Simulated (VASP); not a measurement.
# Se in VASP: a series of runs

Runs on Se. Level: PBE. Tasks: single point.

Everything below comes from runs of VASP 6.6.1. Logs are shortened: lines on timing, memory, paths and dates and some standing lists are left out, and cuts for length are marked.

## (1) The cell of the first run

The structure is trigonal, space group R-3m (No. 166). Conventional cell: a = 4.074 Å, b = 4.074 Å, c = 5.136 Å, α = 90.00°, β = 90.00°, γ = 120.00°. Se (site symmetry -3m) has 6 Se at 2.91 Å within 3.8 Å.

## (2) Single point, PBE (strained)

INCAR

```
SYSTEM = Se
PREC = Accurate
ENCUT = 520
EDIFF = 1E-7
ISMEAR = 0
SIGMA = 0.1
LREAL = .FALSE.
LASPH = .TRUE.
NELM = 60
ALGO = Normal
ISIF = 2
LWAVE = .FALSE.
LCHARG = .TRUE.
GGA = PE
LELF = .TRUE.
LVHAR = .TRUE.
NBANDS = 9
```

KPOINTS

```
Automatic mesh
0
G
  12 12 12
  0 0 0
```

POSCAR

```
Se
1.0
    2.9088484088     -0.0281056302     -0.0281056302
   -0.0281056302      2.9088484088      0.0281056302
   -0.0281056302      0.0281056302      2.9088484088
Se
1
Direct
    0.0000000000      0.0000000000      0.0000000000
```

Potentials or basis: VASP PAW PBE potentials, release 64 (Se).

Launch:

```bash
$ cat potpaw_PBE.64/Se/POTCAR > POTCAR
$ mpirun -np 1 vasp_std > vasp.out
```

OUTCAR:

```text
SYSTEM = Se
   PREC = Accurate
   ENCUT = 520
   EDIFF = 1E-7
   ISMEAR = 0
   LREAL = .FALSE.
   LASPH = .TRUE.
   NELM = 60
   ISIF = 2
   GGA = PE

 ion  position               nearest neighbor table
   1  0.000  0.000  0.000-

  LATTYP: Found a trigonal (rhomboedric) cell.
 ALAT       =     2.9091199560
 COS(alpha) =     0.0194139633

  Lattice vectors:

 A1 = (  -0.0281056302,   2.9088484088,   0.0281056302)
 A2 = (  -2.9088484088,   0.0281056302,   0.0281056302)
 A3 = (  -0.0281056302,   0.0281056302,   2.9088484088)

Analysis of symmetry for initial positions (statically):
=====================================================================
 Subroutine PRICEL returns:
 Original cell was already a primitive cell.

 Routine SETGRP: Setting up the symmetry group for a
 trigonal (rhombohedral) supercell.

 Subroutine GETGRP returns: Found 12 space group operations
 (whereof 12 operations were pure point group operations)
 out of a pool of 12 trial point group operations.

The static configuration has the point symmetry D_3d.

Analysis of symmetry for dynamics (positions and initial velocities):
=====================================================================
 Subroutine PRICEL returns:
 Original cell was already a primitive cell.

 Routine SETGRP: Setting up the symmetry group for a
 trigonal (rhombohedral) supercell.

 Subroutine GETGRP returns: Found 12 space group operations
 (whereof 12 operations were pure point group operations)
 out of a pool of 12 trial point group operations.

The dynamic configuration has the point symmetry D_3d.

 Subroutine INISYM returns: Found 12 space group operations
 (whereof 12 operations are pure point group operations),
 and found     1 'primitive' translations

----------------------------------------------------------------------------------------

                                     Primitive cell

  volume of cell :      24.6061

  direct lattice vectors                    reciprocal lattice vectors
     2.908848409 -0.028105630 -0.028105630     0.343842243  0.003290451  0.003290451
    -0.028105630  2.908848409  0.028105630     0.003290451  0.343842243 -0.003290451
    -0.028105630  0.028105630  2.908848409     0.003290451 -0.003290451  0.343842243

  length of vectors
     2.909119956  2.909119956  2.909119956     0.343873730  0.343873730  0.343873730

  position of ions in fractional coordinates (direct lattice)
     0.000000000  0.000000000  0.000000000

  ion indices of the primitive-cell ions
   primitive index   ion index
                 1           1

----------------------------------------------------------------------------------------

 KPOINTS: Automatic mesh

Automatic generation of k-mesh.
 Grid dimensions read from file:
 generate k-points for:   12   12   12

 Generating k-lattice:

  Cartesian coordinates                     Fractional coordinates (reciprocal lattice)
     0.028653520  0.000274204  0.000274204     0.083333333 -0.000000000  0.000000000
     0.000274204  0.028653520 -0.000274204    -0.000000000  0.083333333  0.000000000
     0.000274204 -0.000274204  0.028653520     0.000000000  0.000000000  0.083333333

  Length of vectors
     0.028656144  0.028656144  0.028656144

  Shift w.r.t. Gamma in fractional coordinates (k-lattice)
     0.000000000  0.000000000  0.000000000

 Subroutine IBZKPT returns following result:
 ===========================================

 Found    189 irreducible k-points:

 Following reciprocal coordinates:
            Coordinates               Weight
  0.000000  0.000000  0.000000      1.000000
  0.083333 -0.000000 -0.000000      6.000000
  0.166667  0.000000  0.000000      6.000000
  0.250000 -0.000000 -0.000000      6.000000
  0.333333 -0.000000 -0.000000      6.000000
  0.416667 -0.000000 -0.000000      6.000000
[... 16 lines left out ...]
  0.500000  0.166667 -0.000000     12.000000
 -0.416667  0.166667 -0.000000     12.000000
 [... further k-points ...]
   k-points           NKPTS =    189   k-points in BZ     NKDIM =    189   number of bands    NBANDS=      9
   number of dos      NEDOS =    301   number of ions     NIONS =      1
   total plane-waves  NPLWV =  13824
   dimension x,y,z NGX =    24 NGY =   24 NGZ =   24
   dimension x,y,z NGXF=    48 NGYF=   48 NGZF=   48
   ions per type =               1
   NGX,Y,Z   is equivalent  to a cutoff of  13.72, 13.72, 13.72 a.u.
   NGXF,Y,Z  is equivalent  to a cutoff of  27.43, 27.43, 27.43 a.u.
 SYSTEM =  Se
   PREC   = accura    normal or accurate (medium, high low for compatibility)
   ISTART =      0    job   : 0-new  1-cont  2-samecut
   ICHARG =      2    charge: 1-file 2-atom 10-const
   ISPIN  =      1    spin polarized calculation?
   LNONCOLLINEAR =      F non collinear calculations
   LSORBIT =      F    spin-orbit coupling
   LASPH  =      T    aspherical Exc in radial PAW
   ENCUT  =  520.0 eV  38.22 Ry    6.18 a.u.   5.41  5.41  5.41*2*pi/ulx,y,z
   NELM   =     60;   NELMIN=  2; NELMDL= -5     # of ELM steps
   EDIFF  = 0.1E-06   stopping-criterion for ELM
   LREAL  =      F    real-space projection
   EDIFFG = 0.1E-05   stopping-criterion for IOM
   NSW    =      0    number of steps for IOM
   IBRION =     -1    ionic relax: 0-MD 1-quasi-New 2-CG
   NFREE  =      0    steps in history (QN), initial steepest desc. (CG)
   ISIF   =      2    stress and relaxation
   ISYM   =      2    0-nonsym 1-usesym 2-fastsym
   POTIM  = 0.5000    time-step for ionic-motion
   TEBEG  =    0.0;   TEEND  =   0.0 temperature during run
   PSTRESS=    0.0 pullay stress
   NELECT =       6.0000    total number of electrons
   NUPDOWN=      -1.0000    fix difference up-down
   EMIN   =  10.00;   EMAX   =-10.00  energy-range for DOS
   EFERMI =   0.00;   METHOD = LEGACY
   ISMEAR =     0;   SIGMA  =   0.10  broadening in eV -4-tet -1-fermi 0-gaus
   EFERMI_NEDOS =   21; number of points for ismear=-14 and -15
   IALGO  =     38    algorithm
   IMIX   =      4    mixing-type and parameters
     AMIX     =   0.40;   BMIX     =  1.00
     AMIX_MAG =   1.60;   BMIX_MAG =  1.00
  volume/ion in A,a.u.               =      24.61       166.05
  Fermi-wavevector in a.u.,A,eV,Ry     =   1.022770  1.932754 14.232476  1.046058
  Thomas-Fermi vector in A             =   2.156467
   LORBIT       =      0    0 simple, 1 ext, 2 COOP (PROOUT), +10 PAW based schemes
   GGA     = PE    functional components
   LHFCALC =     F    Hartree Fock is set to
   AEXX    =    0.0000 exact exchange contribution
   IVDW    =     0    specifies the selected vdW correction
   LEPSILON=     F    determine dielectric tensor
   LRPA    =     F    only Hartree local field effects (RPA)
 non-spin polarized calculation
 Gauss-broadening in eV      SIGMA  =   0.10
  energy-cutoff  :      520.00
  volume of cell :       24.61
 maximum number of plane-waves:       679
 NGX is ok and might be reduce to    24
   NGX = 11   NGY = 11   NGZ = 11

 number of electron       6.0000001 magnetization

 Free energy of the ion-electron system (eV)
  ---------------------------------------------------
  ext. energy  EPLUGINS =         0.00000000
  ---------------------------------------------------
  free energy    TOTEN  =        -3.29744570 eV

  energy without entropy =       -3.29423289  energy(sigma->0) =       -3.29583929

 E-fermi :   3.7172     XC(G=0):  -9.5403

 val. band max:        3.6944793404   @ k =  -0.2500   0.2500   0.1667
 cond. band min:       3.7251686191   @ k =  -0.4167   0.1667  -0.0000
 fundamental gap:      0.0306892787
 Fermi energy:         3.7172199275

 k-point     1 :       0.0000    0.0000    0.0000
  band No.  band energies     occupation
      1     -11.6161      2.00000
      2       4.9262      0.00000
      3       4.9262      0.00000
      4       5.0637      0.00000
      5      11.1369      0.00000
      6      11.6287      0.00000
      7      11.6287      0.00000
      8      24.9619      0.00000
      9      24.9808      0.00000

 k-point     2 :       0.0833   -0.0000   -0.0000
  band No.  band energies     occupation
      1     -11.5287      2.00000
      2       4.0703      0.00000
      3       4.9936      0.00000
      4       5.0886      0.00000
      5      11.3652      0.00000
      6      11.7220      0.00000
      7      12.6083      0.00000
      8      23.4093      0.00000
      9      23.4192      0.00000

 k-point     3 :       0.1667    0.0000    0.0000
  band No.  band energies     occupation
      1     -11.2747      2.00000
      2       2.3052      2.00000
      3       5.1855      0.00000
      4       5.2774      0.00000
      5      11.7252      0.00000
      6      11.9947      0.00000
      7      14.8807      0.00000
      8      21.3968      0.00000
      9      21.4417      0.00000

 k-point     4 :       0.2500   -0.0000   -0.0000
  band No.  band energies     occupation
      1     -10.8841      2.00000
      2       0.5017      2.00000
      3       5.4684      0.00000
      4       5.5591      0.00000
      5      12.2821      0.00000
      6      12.4201      0.00000
      7      17.1164      0.00000
      8      19.6287      0.00000
      9      19.7336      0.00000

 k-point     5 :       0.3333   -0.0000   -0.0000
  band No.  band energies     occupation
      1     -10.4224      2.00000
      2      -1.0360      2.00000
      3       5.7810      0.00000
      4       5.8707      0.00000
      5      12.9354      0.00000
      6      13.0390      0.00000
      7      17.5494      0.00000
      8      18.2423      0.00000
      9      18.4703      0.00000

 k-point     6 :       0.4167   -0.0000   -0.0000
  band No.  band energies     occupation
      1     -10.0160      2.00000
      2      -2.1061      2.00000
      3       6.0337      0.00000
      4       6.1225      0.00000
      5      13.4045      0.00000
      6      13.9481      0.00000
      7      16.6379      0.00000
      8      17.3514      0.00000
      9      17.5223      0.00000
[... 169 lines left out ...]
 k-point    21 :       0.3333    0.1667    0.0000
  band No.  band energies     occupation
      1     -10.0725      2.00000
      2      -0.7395      2.00000
      3       3.2897      2.00000
      4       6.0802      0.00000
      5      13.0304      0.00000
      6      13.9927      0.00000
      7      17.0123      0.00000
      8      18.5093      0.00000
      9      19.5193      0.00000

 k-point    22 :       0.4167    0.1667    0.0000
  band No.  band energies     occupation
      1      -9.6716      2.00000
      2      -1.7898      2.00000
      3       3.6427      1.70828
      4       6.3242      0.00000
      5      12.5464      0.00000
      6      14.2064      0.00000
      7      17.2916      0.00000
      8      17.6939      0.00000
      9      18.6841      0.00000

 k-point    23 :       0.5000    0.1667   -0.0000
  band No.  band energies     occupation
      1      -9.5109      2.00000
      2      -2.1618      2.00000
      3       3.8176      0.15590
      4       6.4151      0.00000
      5      12.1714      0.00000
      6      14.4429      0.00000
      7      17.3380      0.00000
      8      17.5035      0.00000
      9      18.1893      0.00000

 k-point    24 :      -0.4167    0.1667   -0.0000
  band No.  band energies     occupation
      1      -9.6882      2.00000
      2      -1.7505      2.00000
      3       3.7252      0.91050
      4       6.3135      0.00000
      5      12.3465      0.00000
      6      14.1613      0.00000
      7      17.0672      0.00000
      8      17.7721      0.00000
      9      18.7615      0.00000

 [... further k-points ...]
[... 5 lines left out ...]
  --------------------------------------------------------------------------------------
  -------------------------------------------------------------------------------------
  Total       -0.7334691     -0.7334691     -0.7334691      0.0419670     -0.0419670      0.0419670
  in kB      -47.7584244    -47.7584244    -47.7584244      2.7325974     -2.7325974      2.7325974
  external PRESSURE =     -47.7584244 kB  Pullay stress =       0.0000000 kB

 VOLUME and BASIS-vectors are now :
 -----------------------------------------------------------------------------
  energy-cutoff  :      520.00
  volume of cell :       24.61
      direct lattice vectors                 reciprocal lattice vectors
     2.908848409 -0.028105630 -0.028105630     0.343842243  0.003290451  0.003290451
    -0.028105630  2.908848409  0.028105630     0.003290451  0.343842243 -0.003290451
    -0.028105630  0.028105630  2.908848409     0.003290451 -0.003290451  0.343842243

 POSITION                                       TOTAL-FORCE (eV/Angst)
 -----------------------------------------------------------------------------------
      0.00000      0.00000      0.00000        -0.000000     -0.000000      0.000000
 -----------------------------------------------------------------------------------
    total drift:                                0.000000     -0.000000     -0.000000

  FREE ENERGIE OF THE ION-ELECTRON SYSTEM (eV)
  ---------------------------------------------------
  free  energy   TOTEN  =        -3.2974456985 eV

  energy  without entropy=       -3.2942328913  energy(sigma->0) =       -3.29583929
```

Wall time 16 s (1 thread of AMD EPYC 9R45 (Zen 5), shared host); peak memory 0.14 GiB.

What came out:

| Item | Value |
| --- | --- |
| Free energy | -3.2974 eV |
| Pressure | -4.8 GPa |
| Band gap on the k mesh | zero (band 3 reaches 6.13 eV, above the bottom of band 4 at 0.81 eV) |

Stress tensor (GPa, compression positive):
```
-4.78  0.27  0.27
 0.27 -4.78 -0.27
 0.27 -0.27 -4.78
```

Levels at points of the mesh, in eV from the Fermi level:
```csv
k point,band 1,band 2,band 3,band 4,band 5,band 6,band 7,band 8
"(0.00, 0.00, 0.00)",-15.33,1.21,1.21,1.35,7.42,7.91,7.91,21.24
"(0.50, 0.00, 0.00)",-13.56,-6.22,2.41,2.50,9.89,10.89,12.21,13.33
"(0.50, 0.50, 0.00)",-11.83,-4.60,-4.40,3.45,3.54,12.77,15.31,15.48
"(0.50, 0.50, 0.50)",-10.10,-3.18,-2.91,-2.91,5.91,6.28,6.28,10.14
```

Caveat: the cell differs from its parent crystal (strained).

## (3) Single point, PBE (strained)

INCAR

```
  PREC = Accurate
  ENCUT = 520
  EDIFF = 1E-7
  ISMEAR = 0
  SIGMA = 0.1
  LREAL = F
  LASPH = T
  NELM = 60
  ALGO = Normal
  ISIF = 2
  LWAVE = F
  LCHARG = F
  GGA = PE
  NBANDS = 9
```

KPOINTS

```
Automatic mesh
0
Gamma
  14 14 14
```

POSCAR

```
Se
1.0
    2.6728454320      0.0000000000      0.0000000000
    0.0000000000      2.7571623226      0.0000000000
    0.0000000000      0.0000000000      2.7571623226
Se
1
Direct
    0.0000000000      0.0000000000      0.0000000000
```

Potentials or basis: VASP PAW PBE potentials, release 64 (Se).

Launch:

```bash
$ cat potpaw_PBE.64/Se/POTCAR > POTCAR
$ mpirun -np 1 vasp_std > vasp.out
```

It took 19 s on 1 thread of AMD EPYC 9R45 (Zen 5), shared host; peak memory 0.14 GiB.

It converged, with:

| Item | Value |
| --- | --- |
| Free energy | -3.2632 eV |
| Pressure | 10.1 GPa |
| Band gap on the k mesh | zero (band 3 reaches 9.22 eV, above the bottom of band 4 at 2.36 eV) |

Stress tensor (GPa, compression positive):
```
13.59  0.00  0.00
 0.00  8.31  0.00
 0.00  0.00  8.31
```

Levels at points of the mesh, in eV from the Fermi level:
```tsv
k point	band 1	band 2	band 3	band 4	band 5	band 6	band 7
(0.00, 0.00, 0.00)	-17.08	1.23	1.23	2.17	7.35	7.47	8.73
(0.50, 0.00, 0.00)	-14.30	-8.06	3.15	3.15	10.00	12.34	12.63
(0.00, 0.50, 0.00)	-14.75	-7.91	2.84	3.75	9.81	12.49	13.03
(0.50, 0.50, 0.00)	-11.94	-6.01	-5.46	2.28	4.62	14.03	15.67
(0.00, 0.50, 0.50)	-12.41	-5.79	-5.79	2.23	5.20	14.30	16.78
(0.50, 0.50, 0.50)	-9.48	-4.17	-3.58	-3.58	5.30	5.30	5.66
```

Caveat: the cell differs from its parent crystal (strained).
